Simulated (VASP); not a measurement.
Input of a VASP 6.6.1 run:

The input INCAR:

```
PREC = Accurate
ENCUT = 520
EDIFF = 1E-7
ISMEAR = 0
SIGMA = 0.1
LREAL = F
LASPH = T
NELM = 100
ALGO = Fast
ISIF = 2
LWAVE = F
LCHARG = F
GGA = PE
NBANDS = 30
```

Contents of KPOINTS:

```
Automatic mesh
0
Gamma
  12 12 12
```

The input POSCAR:

```
BW3
1.0
    4.1602503733      0.0000000000      0.0000000000
    0.0000000000      4.1602503733      0.0000000000
    0.0000000000      0.0000000000      4.1602503733
B W
1 3
Direct
    0.0000000000      0.0000000000      0.0000000000
    0.5000000000      0.0000000000      0.0000000000
    0.0000000000      0.5000000000      0.0000000000
    0.0000000000      0.0000000000      0.5000000000
```

Potentials or basis: VASP PAW PBE potentials, release 64 (B, W_sv).

Run with:

```sh
$ cat potpaw_PBE.64/B/POTCAR potpaw_PBE.64/W_sv/POTCAR > POTCAR
$ mpirun -np 1 vasp_std > vasp.out
```

Question: Predict the pressure.

Answer: 0.3 GPa.
